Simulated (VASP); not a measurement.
# SiNi3 (P4/mmm) in VASP: a series of runs

SiNi3 is run at these levels: PBEsol; tasks: single point.

Program: VASP 6.6.1. These are calculated values, not measurements. Logs are shortened: lines on timing, memory, paths and dates and some standing lists are left out, and cuts for length are marked.

## (1) The cell of the first run

It takes space group P4/mmm (No. 123, tetragonal). Conventional cell: a = 3.461 Å, b = 3.461 Å, c = 3.288 Å, α = 90.00°, β = 90.00°, γ = 90.00°. Si (site symmetry 4/mmm) has 12 Ni at 2.39 to 2.45 Å within 3.2 Å. Ni (site symmetry mmm) has 4 Si at 2.39 Å and 8 Ni at 2.39 to 2.45 Å within 3.2 Å. Ni (site symmetry 4/mmm) has 8 Ni at 2.39 Å and 4 Si at 2.45 Å within 3.2 Å.

## (2) Single point, PBEsol (strain -0.0500 x Voigt [0, 1, 0, 0, 0, 0])

The input, INCAR:

```
SYSTEM = SiNi3
PREC = Accurate
ENCUT = 520
EDIFF = 1E-6
ISMEAR = 0
SIGMA = 0.15
LREAL = .FALSE.
LASPH = .TRUE.
NELM = 60
ALGO = Fast
ISIF = 2
LWAVE = .FALSE.
LCHARG = .FALSE.
GGA = PS
NBANDS = 25
```

The input, KPOINTS:

```
Automatic mesh
0
G
  14 14 14
  0 0 0
```

The input, POSCAR:

```
SiNi3
1.0
    3.4612457436      0.0000000000      0.0000000000
    0.0000000000      3.2881834564      0.0000000000
    0.0000000000      0.0000000000      3.4612457436
Si Ni
1 3
Direct
    0.0000000000      0.0000000000      0.0000000000
    0.0000000000      0.5000000000      0.5000000000
    0.5000000000      0.0000000000      0.5000000000
    0.5000000000      0.5000000000      0.0000000000
```

Potentials or basis: VASP PAW PBE potentials, release 64 (Si, Ni).

Command:

```bash
$ cat potpaw_PBE.64/Si/POTCAR potpaw_PBE.64/Ni/POTCAR > POTCAR
$ mpirun -np 1 vasp_std > vasp.out
```

OUTCAR:

```text
SYSTEM = SiNi3
   PREC = Accurate
   ENCUT = 520
   EDIFF = 1E-6
   ISMEAR = 0
   LREAL = .FALSE.
   LASPH = .TRUE.
   NELM = 60
   ISIF = 2
   GGA = PS

 ion  position               nearest neighbor table
   1  0.000  0.000  0.000-   2 2.39   4 2.39   2 2.39   2 2.39   4 2.39   2 2.39   4 2.39   4 2.39
                             3 2.45   3 2.45   3 2.45   3 2.45
   2  0.000  0.500  0.500-   1 2.39   3 2.39   1 2.39   1 2.39   3 2.39   1 2.39   3 2.39   3 2.39
                             4 2.45   4 2.45   4 2.45   4 2.45
   3  0.500  0.000  0.500-   2 2.39   4 2.39   4 2.39   2 2.39   4 2.39   4 2.39   2 2.39   2 2.39
                             1 2.45   1 2.45   1 2.45   1 2.45
   4  0.500  0.500  0.000-   1 2.39   3 2.39   3 2.39   1 2.39   3 2.39   3 2.39   1 2.39   1 2.39
                             2 2.45   2 2.45   2 2.45   2 2.45

  LATTYP: Found a simple tetragonal cell.
 ALAT       =     3.4612457436
 C/A-ratio  =     0.9500000000

  Lattice vectors:

 A1 = (  -3.4612457436,   0.0000000000,   0.0000000000)
 A2 = (   0.0000000000,   0.0000000000,   3.4612457436)
 A3 = (   0.0000000000,   3.2881834564,   0.0000000000)

Analysis of symmetry for initial positions (statically):
=====================================================================
 Subroutine PRICEL returns:
 Original cell was already a primitive cell.

 Routine SETGRP: Setting up the symmetry group for a
 simple tetragonal supercell.

 Subroutine GETGRP returns: Found 16 space group operations
 (whereof 16 operations were pure point group operations)
 out of a pool of 16 trial point group operations.

The static configuration has the point symmetry D_4h.

Analysis of symmetry for dynamics (positions and initial velocities):
=====================================================================
 Subroutine PRICEL returns:
 Original cell was already a primitive cell.

 Routine SETGRP: Setting up the symmetry group for a
 simple tetragonal supercell.

 Subroutine GETGRP returns: Found 16 space group operations
 (whereof 16 operations were pure point group operations)
 out of a pool of 16 trial point group operations.

The dynamic configuration has the point symmetry D_4h.

 Subroutine INISYM returns: Found 16 space group operations
 (whereof 16 operations are pure point group operations),
 and found     1 'primitive' translations

[... 92 lines left out ...]
   ISPIN  =      1    spin polarized calculation?
   LNONCOLLINEAR =      F non collinear calculations
   LSORBIT =      F    spin-orbit coupling
   LASPH  =      T    aspherical Exc in radial PAW
   ENCUT  =  520.0 eV  38.22 Ry    6.18 a.u.   6.44  6.11  6.44*2*pi/ulx,y,z
   NELM   =     60;   NELMIN=  2; NELMDL= -5     # of ELM steps
   EDIFF  = 0.1E-05   stopping-criterion for ELM
   LREAL  =      F    real-space projection
   EDIFFG = 0.1E-04   stopping-criterion for IOM
   NSW    =      0    number of steps for IOM
   IBRION =     -1    ionic relax: 0-MD 1-quasi-New 2-CG
   NFREE  =      0    steps in history (QN), initial steepest desc. (CG)
   ISIF   =      2    stress and relaxation
   ISYM   =      2    0-nonsym 1-usesym 2-fastsym
   POTIM  = 0.5000    time-step for ionic-motion
   TEBEG  =    0.0;   TEEND  =   0.0 temperature during run
   PSTRESS=    0.0 pullay stress
   NELECT =      34.0000    total number of electrons
   NUPDOWN=      -1.0000    fix difference up-down
   EMIN   =  10.00;   EMAX   =-10.00  energy-range for DOS
   EFERMI =   0.00;   METHOD = LEGACY
   ISMEAR =     0;   SIGMA  =   0.15  broadening in eV -4-tet -1-fermi 0-gaus
   EFERMI_NEDOS =   21; number of points for ismear=-14 and -15
   IALGO  =     68    algorithm
   IMIX   =      4    mixing-type and parameters
     AMIX     =   0.40;   BMIX     =  1.00
     AMIX_MAG =   1.60;   BMIX_MAG =  1.00
  volume/ion in A,a.u.               =       9.85        66.46
  Fermi-wavevector in a.u.,A,eV,Ry     =   1.558694  2.945504 33.055717  2.429527
  Thomas-Fermi vector in A             =   2.662161
   LORBIT       =      0    0 simple, 1 ext, 2 COOP (PROOUT), +10 PAW based schemes
   GGA     = PS    functional components
   LHFCALC =     F    Hartree Fock is set to
   AEXX    =    0.0000 exact exchange contribution
   IVDW    =     0    specifies the selected vdW correction
   LEPSILON=     F    determine dielectric tensor
   LRPA    =     F    only Hartree local field effects (RPA)
 non-spin polarized calculation
 RMM-DIIS sequential band-by-band and
 Gauss-broadening in eV      SIGMA  =   0.15
  energy-cutoff  :      520.00
  volume of cell :       39.39
 maximum number of plane-waves:      1080
 NGX is ok and might be reduce to    28
   NGX = 13   NGY = 13   NGZ = 13

 number of electron      34.0000011 magnetization

 Free energy of the ion-electron system (eV)
  ---------------------------------------------------
  ext. energy  EPLUGINS =         0.00000000
  ---------------------------------------------------
  free energy    TOTEN  =       -26.17759593 eV

  energy without entropy =      -26.15958591  energy(sigma->0) =      -26.16859092

 E-fermi :  11.9356     XC(G=0): -13.7443

 val. band max:       11.9235307537   @ k =   0.5000   0.5000   0.3571
 cond. band min:      11.9461301531   @ k =   0.5000   0.4286   0.3571
 fundamental gap:      0.0225993994
 Fermi energy:        11.9356270346

 k-point     1 :       0.0000    0.0000    0.0000
  band No.  band energies     occupation
      1      -0.7572      2.00000
      2       6.4129      2.00000
      3       7.2465      2.00000
      4       7.3015      2.00000
      5       7.8060      2.00000
      6       7.8974      2.00000
[... 661 lines left out ...]
     24      20.9579      0.00000
     25      24.4526      0.00000

 [... further k-points ...]
[... 5 lines left out ...]
  --------------------------------------------------------------------------------------
  -------------------------------------------------------------------------------------
  Total        2.7543352      4.9407993      2.7543352      0.0000000      0.0000000      0.0000000
  in kB      112.0228102    200.9494805    112.0228102      0.0000000      0.0000000      0.0000000
  external PRESSURE =     141.6650337 kB  Pullay stress =       0.0000000 kB

 VOLUME and BASIS-vectors are now :
 -----------------------------------------------------------------------------
  energy-cutoff  :      520.00
  volume of cell :       39.39
      direct lattice vectors                 reciprocal lattice vectors
     3.461245744  0.000000000  0.000000000     0.288913320  0.000000000  0.000000000
     0.000000000  3.288183456  0.000000000     0.000000000  0.304119284  0.000000000
     0.000000000  0.000000000  3.461245744     0.000000000  0.000000000  0.288913320

 POSITION                                       TOTAL-FORCE (eV/Angst)
 -----------------------------------------------------------------------------------
      0.00000      0.00000      0.00000         0.000000      0.000000      0.000000
      0.00000      1.64409      1.73062         0.000000      0.000000      0.000000
      1.73062      0.00000      1.73062         0.000000      0.000000      0.000000
      1.73062      1.64409      0.00000         0.000000      0.000000      0.000000
 -----------------------------------------------------------------------------------
    total drift:                                0.000000      0.000000      0.000000

  FREE ENERGIE OF THE ION-ELECTRON SYSTEM (eV)
  ---------------------------------------------------
  free  energy   TOTEN  =       -26.1775959307 eV

  energy  without entropy=      -26.1595859133  energy(sigma->0) =      -26.16859092
```

OSZICAR:

```text
N       E                     dE             d eps       ncg     rms          rms(c)
DAV:   1     0.199162302667E+03    0.19916E+03   -0.15383E+04 14696   0.186E+03
DAV:   2    -0.193522478943E+02   -0.21851E+03   -0.20569E+03 14428   0.333E+02
DAV:   3    -0.303123009409E+02   -0.10960E+02   -0.10580E+02 16356   0.976E+01
DAV:   4    -0.305023634338E+02   -0.19006E+00   -0.18966E+00 16482   0.117E+01
DAV:   5    -0.305080879293E+02   -0.57245E-02   -0.57237E-02 17793   0.191E+00    0.228E+01
RMM:   6    -0.295083803367E+02    0.99971E+00   -0.36135E+01 15939   0.691E+01    0.170E+01
RMM:   7    -0.263271940249E+02    0.31812E+01   -0.96404E+00 14889   0.373E+01    0.517E+00
RMM:   8    -0.262135540763E+02    0.11364E+00   -0.20924E-01 15972   0.413E+00    0.220E+00
RMM:   9    -0.261856475755E+02    0.27907E-01   -0.72358E-02 16284   0.274E+00    0.992E-01
RMM:  10    -0.261780215579E+02    0.76260E-02   -0.17983E-02 16967   0.119E+00    0.344E-01
RMM:  11    -0.261776353017E+02    0.38626E-03   -0.54102E-03 17720   0.565E-01    0.192E-01
RMM:  12    -0.261775473556E+02    0.87946E-04   -0.17380E-03 17129   0.406E-01    0.765E-02
RMM:  13    -0.261775869210E+02   -0.39565E-04   -0.74244E-04 19666   0.184E-01    0.327E-02
RMM:  14    -0.261775925181E+02   -0.55971E-05   -0.10856E-04 18441   0.765E-02    0.152E-02
RMM:  15    -0.261775961628E+02   -0.36448E-05   -0.34098E-05 19110   0.388E-02    0.114E-02
RMM:  16    -0.261775959307E+02    0.23210E-06   -0.58933E-06 13622   0.165E-02
   1 F= -.26177596E+02 E0= -.26168591E+02  d E =-.180100E-01
```

Wall time 3.4 min (1 thread of Intel Xeon 6975P-C, shared host); peak memory 0.34 GiB.

What came out:

```yaml
Free_energy: -26.1776 eV
Pressure: 14.2 GPa
Band_gap_on_the_k_mesh: zero (band 17 reaches 12.04 eV, above the bottom of band 18 at 11.64 eV)
```

Stress tensor (GPa, compression positive):
```
11.20  0.00  0.00
 0.00 20.09  0.00
 0.00  0.00 11.20
```

Caveat: the cell differs from its parent crystal (strain -0.0500 x Voigt [0, 1, 0, 0, 0, 0]); the PAW data sets were made with another functional, which shifts forces and pressure a little. Spin polarisation is off, so any magnetic state and its effect on volume and gap are missing.

## (3) Single point, PBEsol (strain -0.0250 x Voigt [0, 1, 0, 0, 0, 0])

The input, INCAR:

```
  PREC = Accurate
  ENCUT = 520
  EDIFF = 1E-6
  ISMEAR = 0
  SIGMA = 0.15
  LREAL = F
  LASPH = T
  NELM = 80
  ALGO = Fast
  ISIF = 2
  LWAVE = F
  LCHARG = T
  GGA = PS
  LELF = T
  LVHAR = T
  NBANDS = 25
```

The input, KPOINTS:

```
regular mesh
0
Gamma
  14 14 14
```

POSCAR, as its differences from that of step 2:

```diff
@@ -3,3 +3,3 @@
     3.4612457436      0.0000000000      0.0000000000
-    0.0000000000      3.2881834564      0.0000000000
+    0.0000000000      3.3747146000      0.0000000000
     0.0000000000      0.0000000000      3.4612457436
```

Potentials or basis: VASP PAW PBE potentials, release 64 (Si, Ni).

Command:

```bash
$ cat potpaw_PBE.64/Si/POTCAR potpaw_PBE.64/Ni/POTCAR > POTCAR
$ mpirun -np 1 vasp_std > vasp.out
```

Run time: 4.1 min. Hardware: 1 thread of Intel Xeon 6975P-C, shared host; peak memory 0.35 GiB.

Results (log left out):

* Free energy: -26.2726 eV
* Pressure: 6.6 GPa
* Band gap on the k mesh: zero (band 17 reaches 11.57 eV, above the bottom of band 18 at 11.25 eV)

Stress tensor (GPa, compression positive):
```
5.13 0.00 0.00
0.00 9.53 0.00
0.00 0.00 5.13
```

Levels at points of the mesh, in eV from the Fermi level:
| k point | band 15 | band 16 | band 17 | band 18 | band 19 | band 20 |
| --- | --- | --- | --- | --- | --- | --- |
| (0.00, 0.00, 0.00) | -0.61 | -0.33 | -0.06 | 0.06 | 0.06 | 5.40 |
| (0.50, 0.00, 0.00) | -1.27 | -0.58 | 0.06 | 3.66 | 4.00 | 5.22 |
| (0.00, 0.50, 0.00) | -1.26 | -0.68 | -0.06 | 3.94 | 3.94 | 5.27 |
| (0.50, 0.50, 0.00) | -1.20 | -1.13 | -1.04 | 0.74 | 0.74 | 5.95 |
| (0.50, 0.00, 0.50) | -1.29 | -1.13 | -1.11 | 0.65 | 0.65 | 6.15 |
| (0.50, 0.50, 0.50) | -1.30 | -0.58 | -0.26 | -0.26 | -0.20 | 1.51 |

Caveat: the cell differs from its parent crystal (strain -0.0250 x Voigt [0, 1, 0, 0, 0, 0]); the PAW data sets were made with another functional, which shifts forces and pressure a little.

## (4) Single point, PBEsol (strain +0.0250 x Voigt [0, 1, 0, 0, 0, 0])

The input, INCAR:

```
PREC = Accurate
ENCUT = 520
EDIFF = 1E-7
ISMEAR = 0
SIGMA = 0.15
LREAL = F
LASPH = T
NELM = 80
ALGO = Fast
ISIF = 2
LWAVE = F
LCHARG = T
GGA = PS
LELF = T
LVHAR = T
NBANDS = 25
```

The input, KPOINTS:

```
Automatic mesh
0
Gamma
  14 14 14
```

POSCAR, as its differences from that of step 3:

```diff
@@ -3,3 +3,3 @@
     3.4612457436      0.0000000000      0.0000000000
-    0.0000000000      3.3747146000      0.0000000000
+    0.0000000000      3.5477768872      0.0000000000
     0.0000000000      0.0000000000      3.4612457436
```

Command:

```bash
$ cat potpaw_PBE.64/Si/POTCAR potpaw_PBE.64/Ni/POTCAR > POTCAR
$ mpirun -np 1 vasp_std > vasp.out
```

Wall time 4.3 min (1 thread of Intel Xeon 6975P-C, shared host); peak memory 0.36 GiB.

It converged, with:

| Item | Value |
| --- | --- |
| Free energy | -26.2763 eV |
| Pressure | -5.4 GPa |
| Band gap on the k mesh | zero (band 17 reaches 10.82 eV, above the bottom of band 18 at 10.50 eV) |

Stress tensor (GPa, compression positive):
```
-3.99  0.00  0.00
 0.00 -8.20  0.00
 0.00  0.00 -3.99
```

Levels at points of the mesh, in eV from the Fermi level:
| k point | band 13 | band 14 | band 15 | band 16 | band 17 | band 18 | band 19 | band 20 | band 21 | band 22 |
| --- | --- | --- | --- | --- | --- | --- | --- | --- | --- | --- |
| (0.00, 0.00, 0.00) | -0.75 | -0.71 | -0.57 | -0.31 | -0.03 | -0.03 | 0.09 | 4.91 | 6.26 | 6.52 |
| (0.50, 0.00, 0.00) | -1.37 | -1.28 | -1.18 | -0.60 | -0.02 | 3.54 | 3.85 | 5.00 | 5.14 | 5.42 |
| (0.00, 0.50, 0.00) | -1.30 | -1.30 | -1.19 | -0.51 | 0.09 | 3.59 | 3.59 | 5.37 | 5.37 | 5.40 |
| (0.50, 0.50, 0.00) | -1.46 | -1.44 | -1.18 | -1.05 | -1.01 | 0.62 | 0.63 | 5.75 | 6.48 | 7.72 |
| (0.50, 0.00, 0.50) | -1.43 | -1.43 | -1.10 | -1.05 | -0.94 | 0.71 | 0.71 | 5.57 | 6.21 | 7.50 |
| (0.50, 0.50, 0.50) | -1.45 | -1.36 | -1.21 | -0.48 | -0.26 | -0.21 | -0.21 | 1.27 | 3.95 | 4.10 |

Caveat: the cell differs from its parent crystal (strain +0.0250 x Voigt [0, 1, 0, 0, 0, 0]); the PAW data sets were made with another functional, which shifts forces and pressure a little.

## (5) Single point, PBEsol (strain +0.0500 x Voigt [0, 1, 0, 0, 0, 0])

The input, INCAR:

```
PREC     = Accurate       # precision mode
ENCUT    = 520            # plane-wave cutoff, eV
EDIFF    = 1E-7           # SCF threshold, eV
ISMEAR   = 0              # smearing method
SIGMA    = 0.15           # smearing width, eV
LREAL    = False          # projectors in reciprocal space
LASPH    = True           # aspherical terms in the spheres
NELM     = 100            # most SCF steps
ALGO     = Fast           # electronic algorithm
ISIF     = 2              # what is computed and relaxed
LWAVE    = False          # write WAVECAR
LCHARG   = False          # write CHGCAR
GGA      = PS             # functional
NBANDS   = 25             # bands
```

KPOINTS is that of step 4.

POSCAR, as its differences from that of step 4:

```diff
@@ -3,3 +3,3 @@
     3.4612457436      0.0000000000      0.0000000000
-    0.0000000000      3.5477768872      0.0000000000
+    0.0000000000      3.6343080308      0.0000000000
     0.0000000000      0.0000000000      3.4612457436
```

Command:

```bash
$ cat potpaw_PBE.64/Si/POTCAR potpaw_PBE.64/Ni/POTCAR > POTCAR
$ mpirun -np 1 vasp_std > vasp.out
```

It took 5.1 min on 1 thread of Intel Xeon 6975P-C, shared host; peak memory 0.36 GiB.

It converged, with:

```
Free energy            : -26.1991 eV
Pressure               : -10.0 GPa
Band gap on the k mesh : zero (band 17 reaches 10.53 eV, above the bottom of band 18 at 10.16 eV)
```

Stress tensor (GPa, compression positive):
```
 -7.31   0.00   0.00
  0.00 -15.49   0.00
  0.00   0.00  -7.31
```

Levels at points of the mesh, in eV from the Fermi level:
```tsv
k point	band 13	band 14	band 15	band 16	band 17	band 18	band 19	band 20	band 21	band 22
(0.00, 0.00, 0.00)	-0.58	-0.58	-0.49	-0.31	-0.07	-0.07	0.15	4.58	6.11	6.55
(0.50, 0.00, 0.00)	-1.34	-1.20	-1.14	-0.63	-0.07	3.35	3.94	4.71	4.77	5.52
(0.00, 0.50, 0.00)	-1.20	-1.20	-1.15	-0.43	0.15	3.43	3.43	5.35	5.41	5.41
(0.50, 0.50, 0.00)	-1.39	-1.35	-1.16	-1.02	-1.01	0.57	0.57	5.67	6.45	7.65
(0.50, 0.00, 0.50)	-1.33	-1.33	-1.02	-1.01	-0.87	0.72	0.72	5.31	5.91	7.23
(0.50, 0.50, 0.50)	-1.37	-1.37	-1.10	-0.43	-0.28	-0.20	-0.20	1.17	3.75	4.05
```

Caveat: the cell differs from its parent crystal (strain +0.0500 x Voigt [0, 1, 0, 0, 0, 0]); the PAW data sets were made with another functional, which shifts forces and pressure a little.

## (6) Summary

```tsv
cell	further INCAR settings	gap on the mesh (eV)	pressure (GPa)
a = 3.461, b = 3.288 Å, 4 atoms	ALGO = Fast; EDIFF = 1e-06; NBANDS = 25	none	14.2
a = 3.461, b = 3.375 Å, 4 atoms	ALGO = Fast; EDIFF = 1e-06; NBANDS = 25	none	6.6
a = 3.461, b = 3.548 Å, 4 atoms	ALGO = Fast; EDIFF = 1e-07; NBANDS = 25	none	-5.4
a = 3.461, b = 3.634 Å, 4 atoms	ALGO = Fast; EDIFF = 1e-07; NBANDS = 25	none	-10.0
```

Alike in all rows: task single point; level PBEsol; potentials or basis VASP PAW PBE potentials, release 64 (Si, Ni); no spin polarisation; k mesh 14 × 14 × 14; cutoff (eV) 520; smearing gaussian 0.15 eV.

Caveats: the PAW data sets were made with another functional, which shifts forces and pressure a little.

Absolute energies hang on the potentials; compare differences alone.
